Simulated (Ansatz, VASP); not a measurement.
**Two plane-wave programs on MgI2**

Contents of INCAR:

```
SYSTEM = MgI2
ALGO     = Normal         ! electronic algorithm
EDIFF    = 1E-7           ! SCF threshold, eV
EDIFFG   = -0.005         ! ionic threshold
ENCUT    = 600            ! plane-wave cutoff, eV
GGA      = PE             ! functional
IBRION   = 2              ! ionic algorithm
ISIF     = 3              ! what is computed and relaxed
ISMEAR   = -1             ! smearing method
LASPH    = .True.         ! aspherical terms in the spheres
LCHARG   = .False.        ! write CHGCAR
LREAL    = .False.        ! projectors in reciprocal space
LWAVE    = .False.        ! write WAVECAR
NELM     = 100            ! most SCF steps
NSW      = 100            ! ionic steps
PREC     = Accurate       ! precision mode
SIGMA    = 0.05           ! smearing width, eV
```

File KPOINTS:

```
k-points
0
Gamma
  10 10 5
  0 0 0
```

The input POSCAR:

```
MgI2
1.0
    4.0248451111      0.0000000000      0.0000000000
   -2.0124225555      3.4856181125      0.0000000000
    0.0000000000      0.0000000000      6.4397521777
Mg I
1 2
Direct
    0.0000000000      0.0000000000      0.0000000000
    0.3333333333      0.6666666667      0.2500000000
    0.6666666667      0.3333333333      0.7500000000
```

Input for Ansatz:

```yaml
crystal:
  lattice:
    - [4.0248451111, 0.0, 0.0]
    - [-2.0124225555, 3.4856181125, 0.0]
    - [0.0, 0.0, 6.4397521777]
  atoms:
    - { symbol: Mg, position: [0.0, 0.0, 0.0] }
    - { symbol: I, position: [0.3333333333, 0.6666666667, 0.25] }
    - { symbol: I, position: [0.6666666667, 0.3333333333, 0.75] }
kpoints:
  mp_grid: { grid: [10, 10, 5] }
scf:
  occupations: { method: fermi_dirac, width: 0.05 }
hamiltonian:
  xc: pbe
  pseudopotentials: { kind: paw }
output:
  forces: true
  stress: true
relax:
  f_tol: 0.005
  max_steps: 80
  cell: {}
```

Alike in both runs: task relaxation of cell and atoms; functional PBE; k mesh 10 × 10 × 5; occupations fermi-dirac, width 0.05 eV; no spin polarisation.

|  | VASP | Ansatz |
| --- | --- | --- |
| version | VASP 6.6.1 | Ansatz 0.2.0 |
| potentials or method | VASP PAW PBE potentials, release 64 (Mg, I) | PAW with Ansatz's default frozen-core files, scalar-relativistic |
| plane-wave cutoff (eV) | 600 | 420 |
| valence electrons in the cell | 16 | 44 |

|  | VASP | Ansatz | Ansatz less VASP |
| --- | --- | --- | --- |
| relaxed volume (Å³/atom) | 39.43 | 40.11 | +0.681 |
| relaxed length of the cell vector where the two differ most in proportion (Å) | 7.730 | 7.850 | +0.1201 |

VASP's potentials hold 16 valence electrons a cell and Ansatz's 44, so a difference there can come from the potentials and not from the codes.

Spin-orbit coupling is off throughout. Noted on VASP's run: the volume moved by over 15 % at a fixed basis, so the end points are rough.
